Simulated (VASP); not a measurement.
Write the native input for VASP 6.6.1 that does the following.

| Property | Result |
| --- | --- |
| Task | single point |
| Functional | LDA |
| Potentials or basis | VASP PAW LDA potentials, release 64 (K_sv, F) |
| Cutoff | 520 eV |
| k mesh | 8 × 8 × 8 |
| Occupations | gaussian, width 0.05 eV |
| Spin | no spin polarisation |
| Dipole correction | no |
| Further INCAR settings | ALGO = Normal; EDIFF = 1e-07; NBANDS = 15 |

The structure of KF lies in POSCAR:

```
KF
1.0
    0.0000000000      2.5398250000      2.6066625000
    2.5398250000      0.0000000000      2.6066625000
    2.5398250000      2.5398250000      0.0000000000
K F
1 1
Direct
    0.0000000000      0.0000000000      0.0000000000
    0.5000000000      0.5000000000      0.5000000000
```

This cell differs from its parent crystal: strain -0.050 along x and y, -0.025 along z.

One way to write it, as run:

INCAR

```
  ALGO = Normal
  EDIFF = 1E-7
  ENCUT = 520
  GGA = CA
  ISIF = 2
  ISMEAR = 0
  LASPH = T
  LCHARG = F
  LREAL = F
  LWAVE = F
  NBANDS = 15
  NELM = 60
  PREC = Accurate
  SIGMA = 0.05
```

KPOINTS

```
k-points
0
Gamma
  8 8 8
```

Potentials or basis: VASP PAW LDA potentials, release 64 (K_sv, F).

The run is started by

```console
$ cat potpaw_LDA.64/K_sv/POTCAR potpaw_LDA.64/F/POTCAR > POTCAR
$ mpirun -np 1 vasp_std > vasp.out
```

Results of the run:

- Pressure: 1.4 GPa
- Band gap on the k mesh: 6.45 eV, direct

Caveat: the cell differs from its parent crystal (strain -0.050 along x and y, -0.025 along z).

Wall time 19 s on 1 thread of Intel(R) Xeon(R) Platinum 8488C (Sapphire Rapids), on a shared host, peak memory 0.15 GiB.
